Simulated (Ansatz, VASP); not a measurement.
# Two plane-wave programs on LiZn3F2

File INCAR:

```
SYSTEM = LiZn3F2
PREC = Accurate ; ENCUT = 520
EDIFF = 1E-6 ; ISMEAR = 0
SIGMA = 0.1 ; LREAL = .False.
LASPH = .True. ; NELM = 150
ALGO = Normal ; ISIF = 2
LWAVE = .False. ; LCHARG = .False.
ISPIN = 2 ; MAGMOM = 0 0 0 0 1 1
LORBIT = 11 ; GGA = PE
NBANDS = 40
```

The input KPOINTS:

```
regular mesh
0
Gamma
  4 4 4
  0 0 0
```

File POSCAR:

```
LiZn3F2
1.0
    3.0492064800      1.7604601800      2.4896666700
   -3.0492064800      1.7604601800      2.4896666700
    0.0000000000     -3.5209203700      2.4896666700
Li Zn F
1 3 2
Direct
    0.0000000000      0.0000000000      0.0000000000
    0.5000000000      0.5000000000      0.0000000000
    0.5000000000      0.0000000000      0.5000000000
    0.0000000000      0.5000000000      0.5000000000
    0.7500000000      0.7500000000      0.7500000000
    0.2500000000      0.2500000000      0.2500000000
```

Input for Ansatz:

```yaml
crystal:
  lattice:
    - [3.04920648, 1.76046018, 2.48966667]
    - [-3.04920648, 1.76046018, 2.48966667]
    - [0.0, -3.52092037, 2.48966667]
  atoms:
    - { symbol: Li, position: [0.0, 0.0, 0.0] }
    - { symbol: Zn, position: [0.5, 0.5, 0.0] }
    - { symbol: Zn, position: [0.5, 0.0, 0.5] }
    - { symbol: Zn, position: [0.0, 0.5, 0.5] }
    - { symbol: F, position: [0.75, 0.75, 0.75], spin: 1.0 }
    - { symbol: F, position: [0.25, 0.25, 0.25], spin: 1.0 }
basis:
  ecutwfc: 420
kpoints:
  mp_grid: { grid: [4, 4, 4] }
hamiltonian:
  xc: pbe
scf:
  occupations: { method: gaussian, width: 0.1 }
  lower_state_search: "off"
output:
  forces: true
  stress: true
  eigenvalues: true
  populations: true
magnetization:
  spin_polarized: true
```

Alike in both runs: task single point; functional PBE; k mesh 4 × 4 × 4; occupations gaussian, width 0.1 eV; collinear spin.

|  | VASP | Ansatz |
| --- | --- | --- |
| version | VASP 6.6.1 | Ansatz 0.2.0 |
| potentials or method | VASP PAW PBE potentials, release 64 (Li_sv, Zn, F), cutoff 520 eV | scalar-relativistic, plane waves, PAW |
| valence electrons in the cell | 53 | 53 |

VASP gave:

| Property | Result |
| --- | --- |
| gap on the k mesh at the Fermi level (eV) | none |
| rms of the force components (eV/Å) | 1.008 |
| net moment per atom (μB) | 0.00 |

Question: Estimate Ansatz's values.

Answer: gap on the k mesh at the Fermi level (eV): none; rms of the force components (eV/Å): 0.970; net moment per atom (μB): 0.00.

Atom by atom the forces differ by 0.037 eV/Å (rms over components). A gap of «none» marks a metal or a gap that the smearing closes. Ansatz's warnings: seeded moment not kept.

The k mesh is coarse, so the values compare programs but aren't converged. Noted on VASP's run: the cutoff is under 1.25 times that of the potentials, so the pressure is a little rough.
